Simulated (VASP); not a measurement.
Input of a VASP 6.6.1 run:

File INCAR:

```
SYSTEM = PbS
PREC = Accurate ; ENCUT = 520
EDIFF = 1E-6 ; ISMEAR = 0
SIGMA = 0.02 ; LREAL = .FALSE.
LASPH = .TRUE. ; NELM = 80
ALGO = Normal ; ISIF = 2
LWAVE = .FALSE. ; LCHARG = .FALSE.
GGA = PS ; NBANDS = 28
```

The input KPOINTS:

```
Automatic mesh
0
G
  6 6 2
  0 0 0
```

The input POSCAR:

```
PbS
1.0
    3.1274858526     -3.0230164309      0.0612556745
    3.1392479626      3.0347687567      0.0172522477
   -1.9119911235     -0.1677968761     22.7639812826
Pb S
2 2
Direct
    0.7288146950      0.7523203109      0.9376420001
    0.3370258395      0.3090057683      0.0612169014
    0.1965138714      0.1891360874      0.9387354650
    0.7782439179      0.7089361571      0.0624056335
```

Potentials or basis: VASP PAW PBE potentials, release 64 (Pb_d, S).

Command:

```sh
$ cat potpaw_PBE.64/Pb_d/POTCAR potpaw_PBE.64/S/POTCAR > POTCAR
$ mpirun -np 1 vasp_std > vasp.out
```

What does it give for the band gap on the k mesh?

1.64 eV (least direct gap 1.73 eV).

Estimate the largest force.

0.860 eV/Å.

Forces on the atoms (eV/Å):
```
Pb   0.166 -0.101  0.619
Pb  -0.651  0.009 -0.377
S    0.100 -0.182  0.476
S    0.385  0.275 -0.718
```

Caveat: the cell differs from its parent crystal (strained and its atoms moved); there is no dipole correction, which matters where the two faces differ; the PAW data sets were made with another functional, which shifts forces and pressure a little; spin-orbit coupling is left out, which moves the levels of the heavy elements.
